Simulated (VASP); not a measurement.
TiO2, 6 atoms in the cell. The typed cell holds 6 atoms: a = 3.607 Å, b = 3.607 Å, c = 5.357 Å, α = 109.69°, β = 109.69°, γ = 90.00°.  This cell differs from its parent crystal: strain -0.050 along x and y, -0.025 along z.

```yaml
Program: VASP 6.6.1
Task: single point
Functional: r2SCAN
Potentials_or_basis: VASP PAW PBE potentials, release 64 (Ti_sv, O)
Cutoff: 520 eV
k_mesh: 6 × 6 × 6
Occupations: gaussian, width 0.05 eV
Spin: no spin polarisation
Hubbard_terms: Ti d U = 4.0 eV
Dipole_correction: no
Further_INCAR_settings: ALGO = Normal; EDIFF = 1e-06; NBANDS = 33
```

Potentials or basis: VASP PAW PBE potentials, release 64 (Ti_sv, O).

Launch:

```console
$ cat potpaw_PBE.64/Ti_sv/POTCAR potpaw_PBE.64/O/POTCAR > POTCAR
$ cp INCAR.step1 INCAR
$ mpirun -np 1 vasp_std > vasp.out
$ cp INCAR.step2 INCAR
$ mpirun -np 1 vasp_std > vasp.out
```

Hardware: 1 thread of Oxide Virtual Turin-like Processor (shared host).

Task: How long does it take, and how much memory?

Result: It took 15 min on 1 thread of Oxide Virtual Turin-like Processor, with other jobs on the host, peak memory 0.22 GiB. Counts: k points 68.
